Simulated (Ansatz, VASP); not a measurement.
# One calculation of TiO2, two programs

```xyz
6
Lattice="2.8712 0.0000 0.0000 -1.4356 2.4865 0.0000 0.0000 0.0000 9.4780" Properties=species:S:1:pos:R:3 pbc="T T T"
Ti    1.4356    0.8288    7.1085
Ti    0.0000    1.6577    2.3695
O     0.0000    1.6577    8.2311
O     0.0000    1.6577    5.9859
O     1.4356    0.8288    1.2469
O     1.4356    0.8288    3.4921
```

Alike in both runs: functional PBE; dispersion D3(BJ); k mesh 12 × 12 × 4; occupations gaussian, width 0.02 eV; no spin polarisation.

Ansatz relaxed the structure, and its values are those at the end. VASP's run is a single point on that final structure, the one shown.

|  | VASP | Ansatz |
| --- | --- | --- |
| version | VASP 6.6.1 | Ansatz 0.2.0 |
| potentials or method | VASP PAW PBE potentials, release 64 (Ti_sv, O), cutoff 520 eV | scalar-relativistic, plane waves, PAW |
| valence electrons in the cell | 48 | 48 |

|  | VASP | Ansatz | Ansatz less VASP |
| --- | --- | --- | --- |
| gap on the k mesh at the Fermi level (eV) | 0.53 | 0.55 | +0.023 |
| least direct gap on the mesh (eV) | 1.21 | 1.24 | +0.026 |
| pressure (GPa) | 0.7 | 0.0 | -0.72 |
| rms of the force components (eV/Å) | 0.036 | 0.003 | -0.0329 |
